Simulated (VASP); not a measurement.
# N (Pa-3) in VASP: notebook

N is run at these levels: PBEsol; tasks: single point, relaxation of cell and atoms.

Everything below comes from runs of VASP 6.6.1. Logs are shortened: lines on timing, memory, paths and dates and some standing lists are left out, and cuts for length are marked.

## (1) The cell of the first run

Symmetry: Pa-3, No. 205, cubic system. Conventional cell: a = 6.058 Å, b = 6.058 Å, c = 6.058 Å, α = 90.00°, β = 90.00°, γ = 90.00°. N (site symmetry 3) has 1 N at 1.10 Å within 1.5 Å.

## (2) Single point, PBEsol

INCAR

```
SYSTEM = N
ALGO = Normal
EDIFF = 1E-6
ENCUT = 520
GGA = PS
ISIF = 2
ISMEAR = 0
LASPH = .True.
LCHARG = .False.
LREAL = .False.
LWAVE = .False.
NBANDS = 30
NELM = 60
PREC = Accurate
SIGMA = 0.02
```

KPOINTS

```
k-points
0
Gamma
  4 4 4
  0 0 0
```

POSCAR

```
N
1.0
    6.0584339750      0.0000000000      0.0000000000
    0.0000000000      6.0584339750      0.0000000000
    0.0000000000      0.0000000000      6.0584339750
N
8
Direct
    0.0523955098      0.0523955098      0.0523955098
    0.4476044902      0.9476044902      0.5523955098
    0.5523955098      0.4476044902      0.9476044902
    0.9476044902      0.5523955098      0.4476044902
    0.9476044902      0.9476044902      0.9476044902
    0.5523955098      0.0523955098      0.4476044902
    0.4476044902      0.5523955098      0.0523955098
    0.0523955098      0.4476044902      0.5523955098
```

Potentials or basis: VASP PAW PBE potentials, release 64 (N).

Launch:

```bash
$ cat potpaw_PBE.64/N/POTCAR > POTCAR
$ mpirun -np 1 vasp_std > vasp.out
```

OUTCAR:

```text
SYSTEM = N
   EDIFF = 1E-6
   ENCUT = 520
   GGA = PS
   ISIF = 2
   ISMEAR = 0
   LASPH = .True.
   LREAL = .False.
   NELM = 60
   PREC = Accurate

 ion  position               nearest neighbor table
   1  0.052  0.052  0.052-   5 1.10
   2  0.448  0.948  0.552-   6 1.10
   3  0.552  0.448  0.948-   7 1.10
   4  0.948  0.552  0.448-   8 1.10
   5  0.948  0.948  0.948-   1 1.10
   6  0.552  0.052  0.448-   2 1.10
   7  0.448  0.552  0.052-   3 1.10
   8  0.052  0.448  0.552-   4 1.10

  LATTYP: Found a simple cubic cell.
 ALAT       =     6.0584339750

  Lattice vectors:

 A1 = (   6.0584339750,   0.0000000000,   0.0000000000)
 A2 = (   0.0000000000,   6.0584339750,   0.0000000000)
 A3 = (   0.0000000000,   0.0000000000,   6.0584339750)

Analysis of symmetry for initial positions (statically):
=====================================================================
 Subroutine PRICEL returns:
 Original cell was already a primitive cell.

 Routine SETGRP: Setting up the symmetry group for a
 simple cubic supercell.

 Subroutine GETGRP returns: Found 24 space group operations
 (whereof  6 operations were pure point group operations)
 out of a pool of 48 trial point group operations.

The static configuration has the point symmetry S_6 .
 The point group associated with its full space group is T_h .

Analysis of symmetry for dynamics (positions and initial velocities):
=====================================================================
 Subroutine PRICEL returns:
 Original cell was already a primitive cell.

 Routine SETGRP: Setting up the symmetry group for a
 simple cubic supercell.

 Subroutine GETGRP returns: Found 24 space group operations
 (whereof  6 operations were pure point group operations)
 out of a pool of 48 trial point group operations.

The dynamic configuration has the point symmetry S_6 .
 The point group associated with its full space group is T_h .

 Subroutine INISYM returns: Found 24 space group operations
 (whereof  6 operations are pure point group operations),
 and found     1 'primitive' translations

----------------------------------------------------------------------------------------

                                     Primitive cell

  volume of cell :     222.3725

  direct lattice vectors                    reciprocal lattice vectors
     6.058433975  0.000000000  0.000000000     0.165059156  0.000000000  0.000000000
     0.000000000  6.058433975  0.000000000     0.000000000  0.165059156  0.000000000
     0.000000000  0.000000000  6.058433975     0.000000000  0.000000000  0.165059156

  length of vectors
     6.058433975  6.058433975  6.058433975     0.165059156  0.165059156  0.165059156

  position of ions in fractional coordinates (direct lattice)
     0.052395510  0.052395510  0.052395510
     0.447604490  0.947604490  0.552395510
     0.552395510  0.447604490  0.947604490
     0.947604490  0.552395510  0.447604490
     0.947604490  0.947604490  0.947604490
     0.552395510  0.052395510  0.447604490
     0.447604490  0.552395510  0.052395510
     0.052395510  0.447604490  0.552395510

  ion indices of the primitive-cell ions
   primitive index   ion index
                 1           1
                 2           2
                 3           3
                 4           4
                 5           5
                 6           6
                 7           7
                 8           8

----------------------------------------------------------------------------------------

 KPOINTS: k-points

Automatic generation of k-mesh.
 Grid dimensions read from file:
 generate k-points for:    4    4    4

 Generating k-lattice:

  Cartesian coordinates                     Fractional coordinates (reciprocal lattice)
     0.041264789  0.000000000  0.000000000     0.250000000  0.000000000  0.000000000
     0.000000000  0.041264789  0.000000000     0.000000000  0.250000000  0.000000000
     0.000000000  0.000000000  0.041264789     0.000000000  0.000000000  0.250000000

  Length of vectors
     0.041264789  0.041264789  0.041264789

  Shift w.r.t. Gamma in fractional coordinates (k-lattice)
     0.000000000  0.000000000  0.000000000

 Subroutine IBZKPT returns following result:
 ===========================================

 Found     11 irreducible k-points:

 Following reciprocal coordinates:
            Coordinates               Weight
  0.000000  0.000000  0.000000      1.000000
  0.250000  0.000000  0.000000      6.000000
  0.500000  0.000000  0.000000      3.000000
  0.250000  0.250000  0.000000     12.000000
  0.500000  0.250000  0.000000      6.000000
 -0.250000  0.500000  0.000000      6.000000
  0.500000  0.500000  0.000000      3.000000
  0.250000  0.250000  0.250000      8.000000
  0.500000  0.250000  0.250000     12.000000
  0.500000  0.500000  0.250000      6.000000
  0.500000  0.500000  0.500000      1.000000
   k-points           NKPTS =     11   k-points in BZ     NKDIM =     11   number of bands    NBANDS=     30
   number of dos      NEDOS =    301   number of ions     NIONS =      8
   total plane-waves  NPLWV = 110592
   dimension x,y,z NGX =    48 NGY =   48 NGZ =   48
   dimension x,y,z NGXF=    96 NGYF=   96 NGZF=   96
   ions per type =               8
   NGX,Y,Z   is equivalent  to a cutoff of  13.17, 13.17, 13.17 a.u.
   NGXF,Y,Z  is equivalent  to a cutoff of  26.34, 26.34, 26.34 a.u.
 SYSTEM =  N
   PREC   = accura    normal or accurate (medium, high low for compatibility)
   ISTART =      0    job   : 0-new  1-cont  2-samecut
   ICHARG =      2    charge: 1-file 2-atom 10-const
   ISPIN  =      1    spin polarized calculation?
   LNONCOLLINEAR =      F non collinear calculations
   LSORBIT =      F    spin-orbit coupling
   LASPH  =      T    aspherical Exc in radial PAW
   ENCUT  =  520.0 eV  38.22 Ry    6.18 a.u.  11.26 11.26 11.26*2*pi/ulx,y,z
   NELM   =     60;   NELMIN=  2; NELMDL= -5     # of ELM steps
   EDIFF  = 0.1E-05   stopping-criterion for ELM
   LREAL  =      F    real-space projection
   EDIFFG = 0.1E-04   stopping-criterion for IOM
   NSW    =      0    number of steps for IOM
   IBRION =     -1    ionic relax: 0-MD 1-quasi-New 2-CG
   NFREE  =      0    steps in history (QN), initial steepest desc. (CG)
   ISIF   =      2    stress and relaxation
   ISYM   =      2    0-nonsym 1-usesym 2-fastsym
   POTIM  = 0.5000    time-step for ionic-motion
   TEBEG  =    0.0;   TEEND  =   0.0 temperature during run
   PSTRESS=    0.0 pullay stress
   NELECT =      40.0000    total number of electrons
   NUPDOWN=      -1.0000    fix difference up-down
   EMIN   =  10.00;   EMAX   =-10.00  energy-range for DOS
   EFERMI =   0.00;   METHOD = LEGACY
   ISMEAR =     0;   SIGMA  =   0.02  broadening in eV -4-tet -1-fermi 0-gaus
   EFERMI_NEDOS =   21; number of points for ismear=-14 and -15
   IALGO  =     38    algorithm
   IMIX   =      4    mixing-type and parameters
     AMIX     =   0.40;   BMIX     =  1.00
     AMIX_MAG =   1.60;   BMIX_MAG =  1.00
  volume/ion in A,a.u.               =      27.80       187.58
  Fermi-wavevector in a.u.,A,eV,Ry     =   0.924133  1.746358 11.619670  0.854022
  Thomas-Fermi vector in A             =   2.049845
   LORBIT       =      0    0 simple, 1 ext, 2 COOP (PROOUT), +10 PAW based schemes
   GGA     = PS    functional components
   LHFCALC =     F    Hartree Fock is set to
   AEXX    =    0.0000 exact exchange contribution
   IVDW    =     0    specifies the selected vdW correction
   LEPSILON=     F    determine dielectric tensor
   LRPA    =     F    only Hartree local field effects (RPA)
 non-spin polarized calculation
 Gauss-broadening in eV      SIGMA  =   0.02
  energy-cutoff  :      520.00
  volume of cell :      222.37
 maximum number of plane-waves:      6031
 NGX is ok and might be reduce to    48
   NGX = 23   NGY = 23   NGZ = 23

 number of electron      40.0000016 magnetization

 Free energy of the ion-electron system (eV)
  ---------------------------------------------------
  ext. energy  EPLUGINS =         0.00000000
  ---------------------------------------------------
  free energy    TOTEN  =       -68.28108899 eV

  energy without entropy =      -68.28108899  energy(sigma->0) =      -68.28108899

 E-fermi :  -7.0635     XC(G=0):  -5.6354

 val. band max:       -7.2230347807   @ k =   0.5000   0.0000   0.0000
 cond. band min:       0.3809259368   @ k =   0.0000   0.0000   0.0000
 fundamental gap:      7.6039607175
 Fermi energy:        -7.0634620700

 k-point     1 :       0.0000    0.0000    0.0000
  band No.  band energies     occupation
      1     -25.5356      2.00000
      2     -25.5121      2.00000
      3     -25.5121      2.00000
      4     -25.5121      2.00000
      5     -10.5889      2.00000
      6     -10.5889      2.00000
[... 22 lines left out ...]
     29       3.2602      0.00000
     30       5.8307      0.00000

 k-point     2 :       0.2500    0.0000    0.0000
  band No.  band energies     occupation
      1     -25.5321      2.00000
      2     -25.5154      2.00000
      3     -25.5121      2.00000
      4     -25.5120      2.00000
      5     -10.5868      2.00000
      6     -10.5864      2.00000
[... 22 lines left out ...]
     29       3.3985      0.00000
     30       4.8721      0.00000

 k-point     3 :       0.5000    0.0000    0.0000
  band No.  band energies     occupation
      1     -25.5237      2.00000
      2     -25.5237      2.00000
      3     -25.5119      2.00000
      4     -25.5119      2.00000
      5     -10.5843      2.00000
      6     -10.5843      2.00000
[... 22 lines left out ...]
     29       3.9198      0.00000
     30       3.9198      0.00000

 k-point     4 :       0.2500    0.2500    0.0000
  band No.  band energies     occupation
      1     -25.5291      2.00000
      2     -25.5149      2.00000
      3     -25.5149      2.00000
      4     -25.5125      2.00000
      5     -10.5855      2.00000
      6     -10.5781      2.00000
[... 22 lines left out ...]
     29       3.5368      0.00000
     30       4.9648      0.00000

 k-point     5 :       0.5000    0.2500    0.0000
  band No.  band energies     occupation
      1     -25.5220      2.00000
      2     -25.5220      2.00000
      3     -25.5138      2.00000
      4     -25.5138      2.00000
      5     -10.5815      2.00000
      6     -10.5815      2.00000
[... 22 lines left out ...]
     29       4.0447      0.00000
     30       4.0447      0.00000

 k-point     6 :      -0.2500    0.5000    0.0000
  band No.  band energies     occupation
      1     -25.5220      2.00000
      2     -25.5220      2.00000
      3     -25.5138      2.00000
      4     -25.5138      2.00000
      5     -10.5813      2.00000
      6     -10.5813      2.00000
[... 22 lines left out ...]
     29       4.0463      0.00000
     30       4.0463      0.00000

 k-point     7 :       0.5000    0.5000    0.0000
  band No.  band energies     occupation
      1     -25.5179      2.00000
      2     -25.5179      2.00000
      3     -25.5179      2.00000
      4     -25.5179      2.00000
      5     -10.5708      2.00000
      6     -10.5708      2.00000
[... 22 lines left out ...]
     29       4.4946      0.00000
     30       4.4946      0.00000

 k-point     8 :       0.2500    0.2500    0.2500
  band No.  band energies     occupation
      1     -25.5266      2.00000
      2     -25.5149      2.00000
      3     -25.5149      2.00000
      4     -25.5149      2.00000
      5     -10.5818      2.00000
      6     -10.5818      2.00000
[... 22 lines left out ...]
     29       3.6769      0.00000
     30       4.9623      0.00000

 k-point     9 :       0.5000    0.2500    0.2500
  band No.  band energies     occupation
      1     -25.5208      2.00000
      2     -25.5208      2.00000
      3     -25.5149      2.00000
      4     -25.5149      2.00000
      5     -10.5820      2.00000
      6     -10.5820      2.00000
[... 22 lines left out ...]
     29       4.1748      0.00000
     30       4.1748      0.00000

 k-point    10 :       0.5000    0.5000    0.2500
  band No.  band energies     occupation
      1     -25.5178      2.00000
      2     -25.5178      2.00000
      3     -25.5178      2.00000
      4     -25.5178      2.00000
      5     -10.5769      2.00000
      6     -10.5769      2.00000
[... 22 lines left out ...]
     29       4.6049      0.00000
     30       4.6049      0.00000

 k-point    11 :       0.5000    0.5000    0.5000
  band No.  band energies     occupation
      1     -25.5178      2.00000
      2     -25.5178      2.00000
      3     -25.5178      2.00000
      4     -25.5178      2.00000
      5     -10.5832      2.00000
      6     -10.5832      2.00000
[... 22 lines left out ...]
     29       4.7700      0.00000
     30       4.7700      0.00000

------------------------ aborting loop because EDIFF is reached ----------------------------------------

  FORCE on cell =-STRESS in cart. coord.  units (eV):
  Direction    XX          YY          ZZ          XY          YZ          ZX
  --------------------------------------------------------------------------------------
  -------------------------------------------------------------------------------------
  Total        2.5311600      2.5311600      2.5311600      0.0000000      0.0000000      0.0000000
  in kB       18.2368169     18.2368169     18.2368169      0.0000000      0.0000000      0.0000000
  external PRESSURE =      18.2368169 kB  Pullay stress =       0.0000000 kB

 VOLUME and BASIS-vectors are now :
 -----------------------------------------------------------------------------
  energy-cutoff  :      520.00
  volume of cell :      222.37
      direct lattice vectors                 reciprocal lattice vectors
     6.058433975  0.000000000  0.000000000     0.165059156  0.000000000  0.000000000
     0.000000000  6.058433975  0.000000000     0.000000000  0.165059156  0.000000000
     0.000000000  0.000000000  6.058433975     0.000000000  0.000000000  0.165059156

 POSITION                                       TOTAL-FORCE (eV/Angst)
 -----------------------------------------------------------------------------------
      0.31743      0.31743      0.31743         1.086778      1.086778      1.086778
      2.71178      5.74100      3.34665        -1.086778     -1.086778      1.086778
      3.34665      2.71178      5.74100         1.086778     -1.086778     -1.086778
      5.74100      3.34665      2.71178        -1.086778      1.086778     -1.086778
      5.74100      5.74100      5.74100        -1.086778     -1.086778     -1.086778
      3.34665      0.31743      2.71178         1.086778      1.086778     -1.086778
      2.71178      3.34665      0.31743        -1.086778      1.086778      1.086778
      0.31743      2.71178      3.34665         1.086778     -1.086778      1.086778
 -----------------------------------------------------------------------------------
    total drift:                                0.000000      0.000000      0.000000

  FREE ENERGIE OF THE ION-ELECTRON SYSTEM (eV)
  ---------------------------------------------------
  free  energy   TOTEN  =       -68.2810889926 eV

  energy  without entropy=      -68.2810889926  energy(sigma->0) =      -68.28108899
```

It took 51 s on 1 thread of Intel Xeon Platinum 8259CL at 2.50GHz (Skylake/Cascade Lake), shared host; peak memory 0.32 GiB.

What came out:

- Free energy: -68.2811 eV
- Pressure: 1.8 GPa
- Largest force: 1.882 eV/Å
- Band gap on the k mesh: 7.60 eV (least direct gap 7.61 eV)

Forces in eV/Å, atoms in the order of the input:
```
N    1.087  1.087  1.087
N   -1.087 -1.087  1.087
N    1.087 -1.087 -1.087
N   -1.087  1.087 -1.087
N   -1.087 -1.087 -1.087
N    1.087  1.087 -1.087
N   -1.087  1.087  1.087
N    1.087 -1.087  1.087
```

Caveat: the standard files for N, O and F lose accuracy on very short bonds; this functional lacks dispersion, which holds the molecules together, so the pressure and a relaxed volume are unreliable; the PAW data sets were made with another functional, which shifts forces and pressure a little.

[end of part 1 of 2]
